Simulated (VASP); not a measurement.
# Ni (Im-3m) in VASP: further runs

Runs on Ni. Level: LDA. Tasks: single point.

Program: VASP 6.6.1. These are calculated values, not measurements. Logs are shortened: lines on timing, memory, paths and dates and some standing lists are left out, and cuts for length are marked.

### Step 1. The cell of the first run

It takes space group Im-3m (No. 229, cubic). The conventional cell has a = 2.723 Å, b = 2.723 Å, c = 2.723 Å, α = 90.00°, β = 90.00°, γ = 90.00°. Ni (site symmetry m-3m) has 14 Ni at 2.36 to 2.72 Å within 3.1 Å.

### Step 2. Single point, LDA, non-collinear spin, typed start, spin-orbit coupling

INCAR reads:

```
SYSTEM = Ni
ALGO = Normal
EDIFF = 1E-7
ENCUT = 520
GGA_COMPAT = .FALSE.
ISIF = 2
ISMEAR = -1
LASPH = .TRUE.
LCHARG = .FALSE.
LMAXMIX = 4
LORBIT = 11
LORBMOM = .TRUE.
LREAL = .FALSE.
LSORBIT = .TRUE.
LWAVE = .FALSE.
MAGMOM = 0 0 0.355
NBANDS = 21
NELM = 150
PREC = Accurate
SIGMA = 0.05
```

KPOINTS reads:

```
k-points
0
G
  16 16 16
  0 0 0
```

POSCAR reads:

```
Ni
1.0
   -1.3613578883      1.3613578883      1.3613578883
    1.3613578883     -1.3613578883      1.3613578883
    1.3613578883      1.3613578883     -1.3613578883
Ni
1
Direct
    0.0000000000      0.0000000000      0.0000000000
```

Potentials or basis: VASP PAW LDA potentials, release 64 (Ni).

Launch:

```sh
$ cat potpaw_LDA.64/Ni/POTCAR > POTCAR
$ mpirun -np 1 vasp_ncl > vasp.out
```

OUTCAR:

```text
SYSTEM = Ni
   EDIFF = 1E-7
   ENCUT = 520
   ISIF = 2
   ISMEAR = -1
   LASPH = .TRUE.
   LORBIT = 11
   LREAL = .FALSE.
   LSORBIT = .TRUE.
   NELM = 150
   PREC = Accurate

 ion  position               nearest neighbor table
   1  0.000  0.000  0.000-

  LATTYP: Found a body centered cubic cell.
 ALAT       =     2.7227157766

  Lattice vectors:

 A1 = (  -1.3613578883,   1.3613578883,   1.3613578883)
 A2 = (   1.3613578883,  -1.3613578883,   1.3613578883)
 A3 = (   1.3613578883,   1.3613578883,  -1.3613578883)

Analysis of symmetry for initial positions (statically):
=====================================================================
 Subroutine PRICEL returns:
 Original cell was already a primitive cell.

 Routine SETGRP: Setting up the symmetry group for a
 body centered cubic supercell.

 Subroutine GETGRP returns: Found 48 space group operations
[... 9 lines left out ...]

 Routine SETGRP: Setting up the symmetry group for a
 body centered cubic supercell.

 Subroutine GETGRP returns: Found 48 space group operations
 (whereof 48 operations were pure point group operations)
 out of a pool of 48 trial point group operations.

The dynamic configuration has the point symmetry O_h .

Analysis of structural, dynamic, and magnetic symmetry:
=====================================================================
 Subroutine PRICEL returns:
 Original cell was already a primitive cell.

 Routine SETGRP: Setting up the symmetry group for a
 body centered cubic supercell.

 Subroutine GETGRP returns: Found  8 space group operations
 (whereof  8 operations were pure point group operations)
 out of a pool of 48 trial point group operations.

The overall configuration has the point symmetry C_4h.

 Subroutine INISYM returns: Found  8 space group operations
 (whereof  8 operations are pure point group operations),
 and found     1 'primitive' translations

----------------------------------------------------------------------------------------

                                     Primitive cell

  volume of cell :      10.0920

  direct lattice vectors                    reciprocal lattice vectors
    -1.361357888  1.361357888  1.361357888     0.000000000  0.367280349  0.367280349
     1.361357888 -1.361357888  1.361357888     0.367280349  0.000000000  0.367280349
     1.361357888  1.361357888 -1.361357888     0.367280349  0.367280349  0.000000000

  length of vectors
     2.357941030  2.357941030  2.357941030     0.519412850  0.519412850  0.519412850

  position of ions in fractional coordinates (direct lattice)
     0.000000000  0.000000000  0.000000000

  ion indices of the primitive-cell ions
   primitive index   ion index
                 1           1

----------------------------------------------------------------------------------------

 KPOINTS: k-points

Automatic generation of k-mesh.
 Grid dimensions read from file:
 generate k-points for:   16   16   16

 Generating k-lattice:

  Cartesian coordinates                     Fractional coordinates (reciprocal lattice)
     0.000000000  0.022955022  0.022955022     0.062500000  0.000000000  0.000000000
     0.022955022  0.000000000  0.022955022     0.000000000  0.062500000  0.000000000
     0.022955022  0.022955022  0.000000000     0.000000000  0.000000000  0.062500000

  Length of vectors
     0.032463303  0.032463303  0.032463303

  Shift w.r.t. Gamma in fractional coordinates (k-lattice)
     0.000000000  0.000000000  0.000000000

 Subroutine IBZKPT returns following result:
 ===========================================

 Found    554 irreducible k-points:

 Following reciprocal coordinates:
            Coordinates               Weight
  0.000000  0.000000  0.000000      1.000000
  0.062500  0.000000  0.000000      8.000000
  0.000000  0.000000  0.062500      4.000000
  0.125000  0.000000  0.000000      8.000000
  0.000000  0.000000  0.125000      4.000000
  0.187500  0.000000  0.000000      8.000000
[... 16 lines left out ...]
  0.062500  0.000000  0.125000      8.000000
 -0.187500  0.062500  0.125000      8.000000
 [... further k-points ...]
   k-points           NKPTS =    554   k-points in BZ     NKDIM =    554   number of bands    NBANDS=     21
   number of dos      NEDOS =    301   number of ions     NIONS =      1
   total plane-waves  NPLWV =   5832
   dimension x,y,z NGX =    18 NGY =   18 NGZ =   18
   dimension x,y,z NGXF=    36 NGYF=   36 NGZF=   36
   ions per type =               1
   NGX,Y,Z   is equivalent  to a cutoff of  12.69, 12.69, 12.69 a.u.
   NGXF,Y,Z  is equivalent  to a cutoff of  25.38, 25.38, 25.38 a.u.
 SYSTEM =  Ni
   PREC   = accura    normal or accurate (medium, high low for compatibility)
   ISTART =      0    job   : 0-new  1-cont  2-samecut
   ICHARG =      2    charge: 1-file 2-atom 10-const
   ISPIN  =      1    spin polarized calculation?
   LNONCOLLINEAR =      T non collinear calculations
   LSORBIT =      T    spin-orbit coupling
   LASPH  =      T    aspherical Exc in radial PAW
   ENCUT  =  520.0 eV  38.22 Ry    6.18 a.u.   4.38  4.38  4.38*2*pi/ulx,y,z
   NELM   =    150;   NELMIN=  2; NELMDL= -5     # of ELM steps
   EDIFF  = 0.1E-06   stopping-criterion for ELM
   LREAL  =      F    real-space projection
   EDIFFG = 0.1E-05   stopping-criterion for IOM
   NSW    =      0    number of steps for IOM
   IBRION =     -1    ionic relax: 0-MD 1-quasi-New 2-CG
   NFREE  =      0    steps in history (QN), initial steepest desc. (CG)
   ISIF   =      2    stress and relaxation
   ISYM   =      2    0-nonsym 1-usesym 2-fastsym
   POTIM  = 0.5000    time-step for ionic-motion
   TEBEG  =    0.0;   TEEND  =   0.0 temperature during run
   PSTRESS=    0.0 pullay stress
   NELECT =      10.0000    total number of electrons
   NUPDOWN=      -1.0000    fix difference up-down
   EMIN   =  10.00;   EMAX   =-10.00  energy-range for DOS
   EFERMI =   0.00;   METHOD = LEGACY
   ISMEAR =    -1;   SIGMA  =   0.05  broadening in eV -4-tet -1-fermi 0-gaus
   EFERMI_NEDOS =   21; number of points for ismear=-14 and -15
   IALGO  =     38    algorithm
   IMIX   =      4    mixing-type and parameters
     AMIX     =   0.40;   BMIX     =  1.00
     AMIX_MAG =   1.60;   BMIX_MAG =  1.00
  volume/ion in A,a.u.               =      10.09        68.10
  Fermi-wavevector in a.u.,A,eV,Ry     =   1.632109  3.084239 36.242929  2.663780
  Thomas-Fermi vector in A             =   2.724134
   LORBIT       =     11    0 simple, 1 ext, 2 COOP (PROOUT), +10 PAW based schemes
   GGA     = CA    functional components
   LHFCALC =     F    Hartree Fock is set to
   AEXX    =    0.0000 exact exchange contribution
   IVDW    =     0    specifies the selected vdW correction
   LEPSILON=     F    determine dielectric tensor
   LRPA    =     F    only Hartree local field effects (RPA)
  energy-cutoff  :      520.00
  volume of cell :       10.09
 maximum number of plane-waves:       558
 NGX is ok and might be reduce to    18
   NGX =  9   NGY =  9   NGZ =  9

 number of electron      10.0000000 magnetization       0.0000000      0.0000000      0.3550000

 number of electron      10.0000010 magnetization       0.0000000     -0.0000000      0.3532048

 Free energy of the ion-electron system (eV)
  ---------------------------------------------------
  ext. energy  EPLUGINS =         0.00000000
  ---------------------------------------------------
  free energy    TOTEN  =        -6.49787221 eV

  energy without entropy =       -6.48339688  energy(sigma->0) =       -6.49063455

 E-fermi :   9.9860     XC(G=0): -14.0610

 val. band max:        9.9848468694   @ k =  -0.1875   0.1875   0.1875
 cond. band min:       9.9976511328   @ k =   0.4375   0.1250  -0.0000
 fundamental gap:      0.0128042634
 Fermi energy:         9.9860177807

 k-point     1 :       0.0000    0.0000    0.0000
  band No.  band energies     occupation
      1       0.6328      1.00000
      2       0.6704      1.00000
      3       7.6113      1.00000
      4       7.6466      1.00000
      5       7.6922      1.00000
      6       7.9757      1.00000
[... 13 lines left out ...]
     20      42.7593      0.00000
     21      42.7804      0.00000

 k-point     2 :       0.0625    0.0000    0.0000
  band No.  band energies     occupation
      1       0.8039      1.00000
      2       0.8417      1.00000
      3       7.5938      1.00000
      4       7.6532      1.00000
      5       7.7386      1.00000
      6       7.9639      1.00000
[... 13 lines left out ...]
     20      41.6151      0.00000
     21      41.9366      0.00000

 k-point     3 :       0.0000    0.0000    0.0625
  band No.  band energies     occupation
      1       0.8039      1.00000
      2       0.8417      1.00000
      3       7.5986      1.00000
      4       7.6438      1.00000
      5       7.7437      1.00000
      6       7.9659      1.00000
[... 13 lines left out ...]
     20      41.6180      0.00000
     21      41.9469      0.00000

 k-point     4 :       0.1250    0.0000    0.0000
  band No.  band energies     occupation
      1       1.3068      1.00000
      2       1.3453      1.00000
      3       7.4888      1.00000
      4       7.6295      1.00000
      5       7.8410      1.00000
      6       7.9491      1.00000
[... 13 lines left out ...]
     20      39.6228      0.00000
     21      40.5669      0.00000

 k-point     5 :       0.0000    0.0000    0.1250
  band No.  band energies     occupation
      1       1.3068      1.00000
      2       1.3453      1.00000
      3       7.4906      1.00000
      4       7.6241      1.00000
      5       7.8564      1.00000
      6       7.9301      1.00000
[... 13 lines left out ...]
     20      39.6220      0.00000
     21      40.5649      0.00000
[... 382 lines left out ...]
     20      37.6020      0.00000
     21      41.0471      0.00000

 k-point    22 :       0.0000    0.1250    0.0625
  band No.  band energies     occupation
      1       1.7934      1.00000
      2       1.8331      1.00000
      3       7.4148      1.00000
      4       7.5443      1.00000
      5       7.7720      1.00000
      6       7.8946      1.00000
[... 13 lines left out ...]
     20      37.6019      0.00000
     21      41.0470      0.00000

 k-point    23 :       0.0625    0.0000    0.1250
  band No.  band energies     occupation
      1       1.7934      1.00000
      2       1.8331      1.00000
      3       7.4155      1.00000
      4       7.5426      1.00000
      5       7.7746      1.00000
      6       7.8923      1.00000
[... 13 lines left out ...]
     20      37.6019      0.00000
     21      41.0689      0.00000

 k-point    24 :      -0.1875    0.0625    0.1250
  band No.  band energies     occupation
      1       1.7934      1.00000
      2       1.8331      1.00000
      3       7.4148      1.00000
      4       7.5443      1.00000
      5       7.7720      1.00000
      6       7.8946      1.00000
[... 13 lines left out ...]
     20      37.6019      0.00000
     21      41.0474      0.00000

 [... further k-points ...]
[... 5 lines left out ...]
  --------------------------------------------------------------------------------------
  -------------------------------------------------------------------------------------
  Total       -0.0276916     -0.0276916     -0.0276727     -0.0000001     -0.0000000      0.0000000
  in kB       -4.3962405     -4.3962405     -4.3932489     -0.0000105     -0.0000000      0.0000000
  external PRESSURE =      -4.3952433 kB  Pullay stress =       0.0000000 kB

 VOLUME and BASIS-vectors are now :
 -----------------------------------------------------------------------------
  energy-cutoff  :      520.00
  volume of cell :       10.09
      direct lattice vectors                 reciprocal lattice vectors
    -1.361357888  1.361357888  1.361357888     0.000000000  0.367280349  0.367280349
     1.361357888 -1.361357888  1.361357888     0.367280349  0.000000000  0.367280349
     1.361357888  1.361357888 -1.361357888     0.367280349  0.367280349  0.000000000

 POSITION                                       TOTAL-FORCE (eV/Angst)
 -----------------------------------------------------------------------------------
      0.00000      0.00000      0.00000        -0.000000      0.000000     -0.000000
 -----------------------------------------------------------------------------------
    total drift:                                0.000000     -0.000000      0.000000

  FREE ENERGIE OF THE ION-ELECTRON SYSTEM (eV)
  ---------------------------------------------------
  free  energy   TOTEN  =        -6.4978722149 eV

  energy  without entropy=       -6.4833968785  energy(sigma->0) =       -6.49063455

 orbital moment (x)

 # of ion     p       d       tot
 ----------------------------------------
  1         0.000  -0.000  -0.000
 ----------------------------------------
            0.000  -0.000  -0.000

 orbital moment (y)

 # of ion     p       d       tot
 ----------------------------------------
  1        -0.000   0.000   0.000
 ----------------------------------------
           -0.000   0.000   0.000

 orbital moment (z)

 # of ion     p       d       tot
 ----------------------------------------
  1         0.000   0.025   0.025
 ----------------------------------------
            0.000   0.025   0.025

 Spin-Orbit-Coupling matrix elements

 Ion:    1  E_soc:     -0.0197450
 l=   1
     0.0000000    -0.0004622    -0.0004620
    -0.0004622     0.0000000    -0.0004622
    -0.0004620    -0.0004622     0.0000000
 l=   2
     0.0000000    -0.0005416     0.0000000    -0.0005416    -0.0023310
    -0.0005416     0.0000000    -0.0017186    -0.0004912    -0.0005717
     0.0000000    -0.0017186     0.0000000    -0.0017186     0.0000000
    -0.0005416    -0.0004912    -0.0017186     0.0000000    -0.0005717
    -0.0023310    -0.0005717     0.0000000    -0.0005717     0.0000000
 l=   3
     0.0000000     0.0000000     0.0000000     0.0000000     0.0000000     0.0000000     0.0000000
     0.0000000     0.0000000     0.0000000     0.0000000     0.0000000     0.0000000     0.0000000
     0.0000000     0.0000000     0.0000000     0.0000000     0.0000000     0.0000000     0.0000000
     0.0000000     0.0000000     0.0000000     0.0000000     0.0000000     0.0000000     0.0000000
     0.0000000     0.0000000     0.0000000     0.0000000     0.0000000     0.0000000     0.0000000
     0.0000000     0.0000000     0.0000000     0.0000000     0.0000000     0.0000000     0.0000000
     0.0000000     0.0000000     0.0000000     0.0000000     0.0000000     0.0000000     0.0000000

 total charge

# of ion       s       p       d       tot
------------------------------------------
    1        0.526   0.557   8.384   9.466

 magnetization (x)

# of ion       s       p       d       tot
------------------------------------------
    1        0.000   0.000   0.000   0.000

 magnetization (y)

# of ion       s       p       d       tot
------------------------------------------
    1        0.000  -0.000   0.000  -0.000

 magnetization (z)

# of ion       s       p       d       tot
------------------------------------------
    1       -0.001  -0.006   0.360   0.352
```

Run time: 3.2 min. Hardware: 1 thread of AMD EPYC 9R45 (Zen 5), shared host; peak memory 0.23 GiB.

Results:

```yaml
Free_energy: -6.4979 eV
Pressure: -0.4 GPa
Net_moment: 0.35 μB per cell
Valence_electrons_inside_the_program's_atomic_spheres: Ni 9.47
```

Moments on the atoms (μB; x, y, z):
```
Ni  0.00 0.00 0.35
```

### Step 3. Single point, LDA, collinear spin, ferromagnetic start

INCAR reads:

```
PREC = Accurate ; ENCUT = 520
EDIFF = 1E-6 ; ISMEAR = -1
SIGMA = 0.05 ; LREAL = F
LASPH = T ; NELM = 150
ALGO = Normal ; ISIF = 2
LWAVE = F ; LCHARG = F
ISPIN = 2 ; MAGMOM = 0.8
LORBIT = 11 ; LMAXMIX = 4
NBANDS = 15
```

KPOINTS reads:

```
Automatic mesh
0
Gamma
  16 16 16
```

POSCAR is that of step 2.

Potentials or basis: VASP PAW LDA potentials, release 64 (Ni).

Launch:

```sh
$ cat potpaw_LDA.64/Ni/POTCAR > POTCAR
$ mpirun -np 1 vasp_std > vasp.out
```

It took 75 s on 1 thread of Intel Xeon 8259CL, shared host; peak memory 0.14 GiB.

It converged, with:

```
Free energy                                           : -6.4878 eV
Pressure                                              : -0.5 GPa
Net moment                                            : 0.37 μB per cell
Site moments                                          : Ni +0.37 μB
Valence electrons inside the program's atomic spheres : Ni 9.47
```

Levels at points of the mesh, in eV from the Fermi level:
Spin up:
| k point | band 3 | band 4 | band 5 | band 6 | band 7 | band 8 |
| --- | --- | --- | --- | --- | --- | --- |
| (0.00, 0.00, 0.00) | -2.33 | -2.33 | -0.77 | -0.77 | 27.32 | 27.32 |
| (0.50, 0.00, 0.00) | -0.84 | -0.59 | 0.23 | 0.25 | 7.20 | 19.84 |
| (0.50, 0.50, 0.50) | -0.03 | -0.03 | -0.03 | 10.26 | 10.26 | 10.26 |
Spin down:
```
           k point  band 2  band 3  band 4  band 5  band 6  band 7  band 8  band 9
(0.00, 0.00, 0.00)   -1.94   -1.94   -1.94   -0.45   -0.45   27.33   27.33   27.33
(0.50, 0.00, 0.00)   -3.02   -0.50   -0.26    0.28    0.66    7.43   19.86   21.20
(0.50, 0.50, 0.50)   -4.29    0.41    0.41    0.41   10.32   10.32   10.32   16.74
```

(Continued in part 2 of 2.)
